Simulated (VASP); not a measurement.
# Pd (Pm-3n) in VASP: single point with RPBE

Aim: the single point of Pd with RPBE.

Everything below comes from runs of VASP 6.6.1. Logs are shortened: lines on timing, memory, paths and dates and some standing lists are left out, and cuts for length are marked.

## (1) The cell of the first run

It takes space group Pm-3n (No. 223, cubic). Conventional cell: a = 5.064 Å, b = 5.064 Å, c = 5.064 Å, α = 90.00°, β = 90.00°, γ = 90.00°. Within 3.7 Å of Pd (site symmetry m-3) lie 12 Pd at 2.83 Å. Within 3.3 Å of Pd (site symmetry -4m2) lie 14 Pd at 2.53 to 3.10 Å.

## (2) Single point, RPBE, collinear spin

INCAR reads:

```
SYSTEM = Pd
ALGO = Normal ; EDIFF = 1E-6
ENCUT = 520 ; GGA = RP
ISIF = 2 ; ISMEAR = -1
ISPIN = 2 ; LASPH = .True.
LCHARG = .False. ; LMAXMIX = 4
LORBIT = 11 ; LREAL = .False.
LWAVE = .False. ; MAGMOM = 0.5 0.5 0.5 0.5 0.5 0.5 0.5 0.5
NBANDS = 54 ; NELM = 150
PREC = Accurate ; SIGMA = 0.05
```

KPOINTS reads:

```
k-points
0
Gamma
  7 7 7
  0 0 0
```

POSCAR reads:

```
Pd
1.0
    5.0635283339      0.0000000000      0.0000000000
    0.0000000000      5.0635283339      0.0000000000
    0.0000000000      0.0000000000      5.0635283339
Pd
8
Direct
    0.0000000000      0.0000000000      0.0000000000
    0.5000000000      0.5000000000      0.5000000000
    0.2500000000      1.0000000000      0.5000000000
    0.7500000000      1.0000000000      0.5000000000
    0.5000000000      0.2500000000      1.0000000000
    0.5000000000      0.7500000000      1.0000000000
    1.0000000000      0.5000000000      0.2500000000
    1.0000000000      0.5000000000      0.7500000000
```

Potentials or basis: VASP PAW PBE potentials, release 64 (Pd).

Command:

```sh
$ cat potpaw_PBE.64/Pd/POTCAR > POTCAR
$ mpirun -np 1 vasp_std > vasp.out
```

OUTCAR:

```text
SYSTEM = Pd
   EDIFF = 1E-6
   ENCUT = 520
   GGA = RP
   ISIF = 2
   ISMEAR = -1
   ISPIN = 2
   LASPH = .True.
   LORBIT = 11
   LREAL = .False.
   NELM = 150
   PREC = Accurate

 ion  position               nearest neighbor table
   1  0.000  0.000  0.000-   3 2.83   4 2.83   5 2.83   6 2.83   7 2.83   8 2.83   3 2.83   4 2.83
                             7 2.83   8 2.83   5 2.83   6 2.83
   2  0.500  0.500  0.500-   3 2.83   4 2.83   5 2.83   6 2.83   7 2.83   8 2.83   5 2.83   6 2.83
                             3 2.83   4 2.83   7 2.83   8 2.83
   3  0.250  0.000  0.500-   4 2.53   4 2.53   1 2.83   1 2.83   2 2.83   2 2.83   8 3.10   5 3.10
                             5 3.10   6 3.10   6 3.10   7 3.10   8 3.10   7 3.10
   4  0.750  0.000  0.500-   3 2.53   3 2.53   1 2.83   1 2.83   2 2.83   2 2.83   8 3.10   5 3.10
                             5 3.10   6 3.10   6 3.10   7 3.10   8 3.10   7 3.10
   5  0.500  0.250  0.000-   6 2.53   6 2.53   1 2.83   2 2.83   2 2.83   1 2.83   8 3.10   4 3.10
                             3 3.10   4 3.10   3 3.10   7 3.10   7 3.10   8 3.10
   6  0.500  0.750  0.000-   5 2.53   5 2.53   1 2.83   2 2.83   2 2.83   1 2.83   8 3.10   4 3.10
                             3 3.10   4 3.10   3 3.10   7 3.10   7 3.10   8 3.10
   7  0.000  0.500  0.250-   8 2.53   8 2.53   1 2.83   2 2.83   1 2.83   2 2.83   3 3.10   4 3.10
                             5 3.10   3 3.10   4 3.10   6 3.10   5 3.10   6 3.10
   8  0.000  0.500  0.750-   7 2.53   7 2.53   1 2.83   2 2.83   1 2.83   2 2.83   3 3.10   4 3.10
                             5 3.10   3 3.10   4 3.10   6 3.10   5 3.10   6 3.10

  LATTYP: Found a simple cubic cell.
 ALAT       =     5.0635283339

  Lattice vectors:

 A1 = (   5.0635283339,   0.0000000000,   0.0000000000)
 A2 = (   0.0000000000,   5.0635283339,   0.0000000000)
 A3 = (   0.0000000000,   0.0000000000,   5.0635283339)

Analysis of symmetry for initial positions (statically):
=====================================================================
 Subroutine PRICEL returns:
 Original cell was already a primitive cell.

 Routine SETGRP: Setting up the symmetry group for a
 simple cubic supercell.

 Subroutine GETGRP returns: Found 48 space group operations
 (whereof 24 operations were pure point group operations)
 out of a pool of 48 trial point group operations.

The static configuration has the point symmetry T_h .
 The point group associated with its full space group is O_h .

Analysis of symmetry for dynamics (positions and initial velocities):
=====================================================================
 Subroutine PRICEL returns:
 Original cell was already a primitive cell.

 Routine SETGRP: Setting up the symmetry group for a
 simple cubic supercell.

 Subroutine GETGRP returns: Found 48 space group operations
 (whereof 24 operations were pure point group operations)
 out of a pool of 48 trial point group operations.

The dynamic configuration has the point symmetry T_h .
 The point group associated with its full space group is O_h .

Analysis of structural, dynamic, and magnetic symmetry:
=====================================================================
 Subroutine PRICEL returns:
 Original cell was already a primitive cell.

 Routine SETGRP: Setting up the symmetry group for a
 simple cubic supercell.

 Subroutine GETGRP returns: Found 48 space group operations
 (whereof 24 operations were pure point group operations)
 out of a pool of 48 trial point group operations.

The overall configuration has the point symmetry T_h .
 The point group associated with its full space group is O_h .

 Subroutine INISYM returns: Found 48 space group operations
 (whereof 24 operations are pure point group operations),
 and found     1 'primitive' translations

----------------------------------------------------------------------------------------

                                     Primitive cell

  volume of cell :     129.8254

  direct lattice vectors                    reciprocal lattice vectors
     5.063528334  0.000000000  0.000000000     0.197490748  0.000000000  0.000000000
     0.000000000  5.063528334  0.000000000     0.000000000  0.197490748  0.000000000
     0.000000000  0.000000000  5.063528334     0.000000000  0.000000000  0.197490748

  length of vectors
     5.063528334  5.063528334  5.063528334     0.197490748  0.197490748  0.197490748

  position of ions in fractional coordinates (direct lattice)
     0.000000000  0.000000000  0.000000000
     0.500000000  0.500000000  0.500000000
     0.250000000  0.000000000  0.500000000
     0.750000000  0.000000000  0.500000000
     0.500000000  0.250000000  0.000000000
     0.500000000  0.750000000  0.000000000
     0.000000000  0.500000000  0.250000000
     0.000000000  0.500000000  0.750000000

  ion indices of the primitive-cell ions
   primitive index   ion index
                 1           1
                 2           2
                 3           3
                 4           4
                 5           5
                 6           6
                 7           7
                 8           8

----------------------------------------------------------------------------------------

 KPOINTS: k-points

Automatic generation of k-mesh.
 Grid dimensions read from file:
 generate k-points for:    7    7    7

 Generating k-lattice:

  Cartesian coordinates                     Fractional coordinates (reciprocal lattice)
     0.028212964  0.000000000  0.000000000     0.142857143  0.000000000  0.000000000
     0.000000000  0.028212964  0.000000000     0.000000000  0.142857143  0.000000000
     0.000000000  0.000000000  0.028212964     0.000000000  0.000000000  0.142857143

  Length of vectors
     0.028212964  0.028212964  0.028212964

  Shift w.r.t. Gamma in fractional coordinates (k-lattice)
     0.000000000  0.000000000  0.000000000

 Subroutine IBZKPT returns following result:
 ===========================================

 Found     20 irreducible k-points:

 Following reciprocal coordinates:
            Coordinates               Weight
  0.000000  0.000000  0.000000      1.000000
  0.142857  0.000000  0.000000      6.000000
  0.285714  0.000000  0.000000      6.000000
  0.428571  0.000000  0.000000      6.000000
  0.142857  0.142857  0.000000     12.000000
  0.285714  0.142857  0.000000     24.000000
[... 12 lines left out ...]
  0.428571  0.428571  0.285714     24.000000
  0.428571  0.428571  0.428571      8.000000
   k-points           NKPTS =     20   k-points in BZ     NKDIM =     20   number of bands    NBANDS=     54
   number of dos      NEDOS =    301   number of ions     NIONS =      8
   total plane-waves  NPLWV =  64000
   dimension x,y,z NGX =    40 NGY =   40 NGZ =   40
   dimension x,y,z NGXF=    80 NGYF=   80 NGZF=   80
   ions per type =               8
   NGX,Y,Z   is equivalent  to a cutoff of  13.13, 13.13, 13.13 a.u.
   NGXF,Y,Z  is equivalent  to a cutoff of  26.27, 26.27, 26.27 a.u.
 SYSTEM =  Pd
   PREC   = accura    normal or accurate (medium, high low for compatibility)
   ISTART =      0    job   : 0-new  1-cont  2-samecut
   ICHARG =      2    charge: 1-file 2-atom 10-const
   ISPIN  =      2    spin polarized calculation?
   LNONCOLLINEAR =      F non collinear calculations
   LSORBIT =      F    spin-orbit coupling
   LASPH  =      T    aspherical Exc in radial PAW
   ENCUT  =  520.0 eV  38.22 Ry    6.18 a.u.   9.41  9.41  9.41*2*pi/ulx,y,z
   NELM   =    150;   NELMIN=  2; NELMDL= -5     # of ELM steps
   EDIFF  = 0.1E-05   stopping-criterion for ELM
   LREAL  =      F    real-space projection
   EDIFFG = 0.1E-04   stopping-criterion for IOM
   NSW    =      0    number of steps for IOM
   IBRION =     -1    ionic relax: 0-MD 1-quasi-New 2-CG
   NFREE  =      0    steps in history (QN), initial steepest desc. (CG)
   ISIF   =      2    stress and relaxation
   ISYM   =      2    0-nonsym 1-usesym 2-fastsym
   POTIM  = 0.5000    time-step for ionic-motion
   TEBEG  =    0.0;   TEEND  =   0.0 temperature during run
   PSTRESS=    0.0 pullay stress
   NELECT =      80.0000    total number of electrons
   NUPDOWN=      -1.0000    fix difference up-down
   EMIN   =  10.00;   EMAX   =-10.00  energy-range for DOS
   EFERMI =   0.00;   METHOD = LEGACY
   ISMEAR =    -1;   SIGMA  =   0.05  broadening in eV -4-tet -1-fermi 0-gaus
   EFERMI_NEDOS =   21; number of points for ismear=-14 and -15
   IALGO  =     38    algorithm
   IMIX   =      4    mixing-type and parameters
     AMIX     =   0.40;   BMIX     =  1.00
     AMIX_MAG =   1.60;   BMIX_MAG =  1.00
  volume/ion in A,a.u.               =      16.23       109.51
  Fermi-wavevector in a.u.,A,eV,Ry     =   1.393108  2.632593 26.405521  1.940751
  Thomas-Fermi vector in A             =   2.516786
   LORBIT       =     11    0 simple, 1 ext, 2 COOP (PROOUT), +10 PAW based schemes
   GGA     = RP    functional components
   LHFCALC =     F    Hartree Fock is set to
   AEXX    =    0.0000 exact exchange contribution
   IVDW    =     0    specifies the selected vdW correction
   LEPSILON=     F    determine dielectric tensor
   LRPA    =     F    only Hartree local field effects (RPA)
 spin polarized calculation
  energy-cutoff  :      520.00
  volume of cell :      129.83
 maximum number of plane-waves:      3531
 NGX is ok and might be reduce to    40
   NGX = 19   NGY = 19   NGZ = 19

 number of electron      79.9999963 magnetization      -0.0239397

 number of electron      79.9999963 magnetization       0.0001083

 Free energy of the ion-electron system (eV)
  ---------------------------------------------------
  ext. energy  EPLUGINS =         0.00000000
  ---------------------------------------------------
  free energy    TOTEN  =       -36.20056773 eV

  energy without entropy =      -36.08367426  energy(sigma->0) =      -36.14212100

 E-fermi :   8.3657     XC(G=0): -12.4625

 val. band max:        8.3587333134   @ k =   0.4286   0.0000   0.0000
 cond. band min:       8.3757044074   @ k =   0.4286   0.2857   0.0000
 fundamental gap:      0.0169710940
 Fermi energy:         8.3656518569

 spin component 1

 k-point     1 :       0.0000    0.0000    0.0000
  band No.  band energies     occupation
      1       1.9827      1.00000
      2       3.5715      1.00000
      3       3.5715      1.00000
      4       4.2792      1.00000
      5       4.4118      1.00000
      6       4.4118      1.00000
[... 44 lines left out ...]
     51      17.3116      0.00000
     52      17.3116      0.00000
[... 1043 lines left out ...]
     51      20.2257      0.00000
     52      20.7284      0.00000
 Fermi energy:         8.3656518569

 spin component 2

 k-point     1 :       0.0000    0.0000    0.0000
  band No.  band energies     occupation
      1       1.9826      1.00000
      2       3.5714      1.00000
      3       3.5714      1.00000
      4       4.2792      1.00000
      5       4.4118      1.00000
      6       4.4118      1.00000
[... 44 lines left out ...]
     51      17.3115      0.00000
     52      17.3115      0.00000
[... 1043 lines left out ...]
     51      20.2256      0.00000
     52      20.7283      0.00000
 [bands above 52 left out]

------------------------ aborting loop because EDIFF is reached ----------------------------------------

  FORCE on cell =-STRESS in cart. coord.  units (eV):
  Direction    XX          YY          ZZ          XY          YZ          ZX
  --------------------------------------------------------------------------------------
  -------------------------------------------------------------------------------------
  Total       -0.2880706     -0.2880706     -0.2880706     -0.0000000     -0.0000000      0.0000000
  in kB       -3.5550838     -3.5550838     -3.5550838     -0.0000000     -0.0000000      0.0000000
  external PRESSURE =      -3.5550838 kB  Pullay stress =       0.0000000 kB

 VOLUME and BASIS-vectors are now :
 -----------------------------------------------------------------------------
  energy-cutoff  :      520.00
  volume of cell :      129.83
      direct lattice vectors                 reciprocal lattice vectors
     5.063528334  0.000000000  0.000000000     0.197490748  0.000000000  0.000000000
     0.000000000  5.063528334  0.000000000     0.000000000  0.197490748  0.000000000
     0.000000000  0.000000000  5.063528334     0.000000000  0.000000000  0.197490748

 POSITION                                       TOTAL-FORCE (eV/Angst)
 -----------------------------------------------------------------------------------
      0.00000      0.00000      0.00000        -0.000000     -0.000000      0.000000
      2.53176      2.53176      2.53176        -0.000000     -0.000000      0.000000
      1.26588      0.00000      2.53176         0.000000      0.000000      0.000000
      3.79765      0.00000      2.53176        -0.000000     -0.000000     -0.000000
      2.53176      1.26588      0.00000        -0.000000     -0.000000     -0.000000
      2.53176      3.79765      0.00000         0.000000     -0.000000      0.000000
      0.00000      2.53176      1.26588        -0.000000     -0.000000      0.000000
      0.00000      2.53176      3.79765         0.000000      0.000000      0.000000
 -----------------------------------------------------------------------------------
    total drift:                               -0.000000     -0.000000      0.000000

  FREE ENERGIE OF THE ION-ELECTRON SYSTEM (eV)
  ---------------------------------------------------
  free  energy   TOTEN  =       -36.2005677251 eV

  energy  without entropy=      -36.0836742649  energy(sigma->0) =      -36.14212100

 total charge

# of ion       s       p       d       tot
------------------------------------------
    1        0.446   0.395   8.454   9.296
    2        0.446   0.395   8.454   9.296
    3        0.446   0.385   8.478   9.308
    4        0.446   0.385   8.478   9.308
    5        0.446   0.385   8.478   9.308
    6        0.446   0.385   8.478   9.308
    7        0.446   0.385   8.478   9.308
    8        0.446   0.385   8.478   9.308
--------------------------------------------------
tot          3.565   3.099  67.778  74.442

 magnetization (x)

# of ion       s       p       d       tot
------------------------------------------
    1       -0.000  -0.000   0.000   0.000
    2       -0.000  -0.000   0.000   0.000
    3       -0.000  -0.000   0.000   0.000
    4       -0.000  -0.000   0.000   0.000
    5       -0.000  -0.000   0.000   0.000
    6       -0.000  -0.000   0.000   0.000
    7       -0.000  -0.000   0.000   0.000
    8       -0.000  -0.000   0.000   0.000
--------------------------------------------------
tot         -0.000  -0.000   0.000   0.000
```

It took 4.1 min on 1 thread of AMD EPYC 7R13 (Zen 3), shared host; peak memory 0.36 GiB.

Results:

```yaml
Free_energy: -36.2006 eV
Pressure: -0.4 GPa
Band_gap_on_the_k_mesh: zero (filled and empty bands overlap)
Net_moment: 0.00 μB per cell
Valence_electrons_inside_the_program's_atomic_spheres: Pd 9.30, 9.31 (each value once)
```

Caveat: the PAW data sets were made with another functional, which shifts forces and pressure a little.
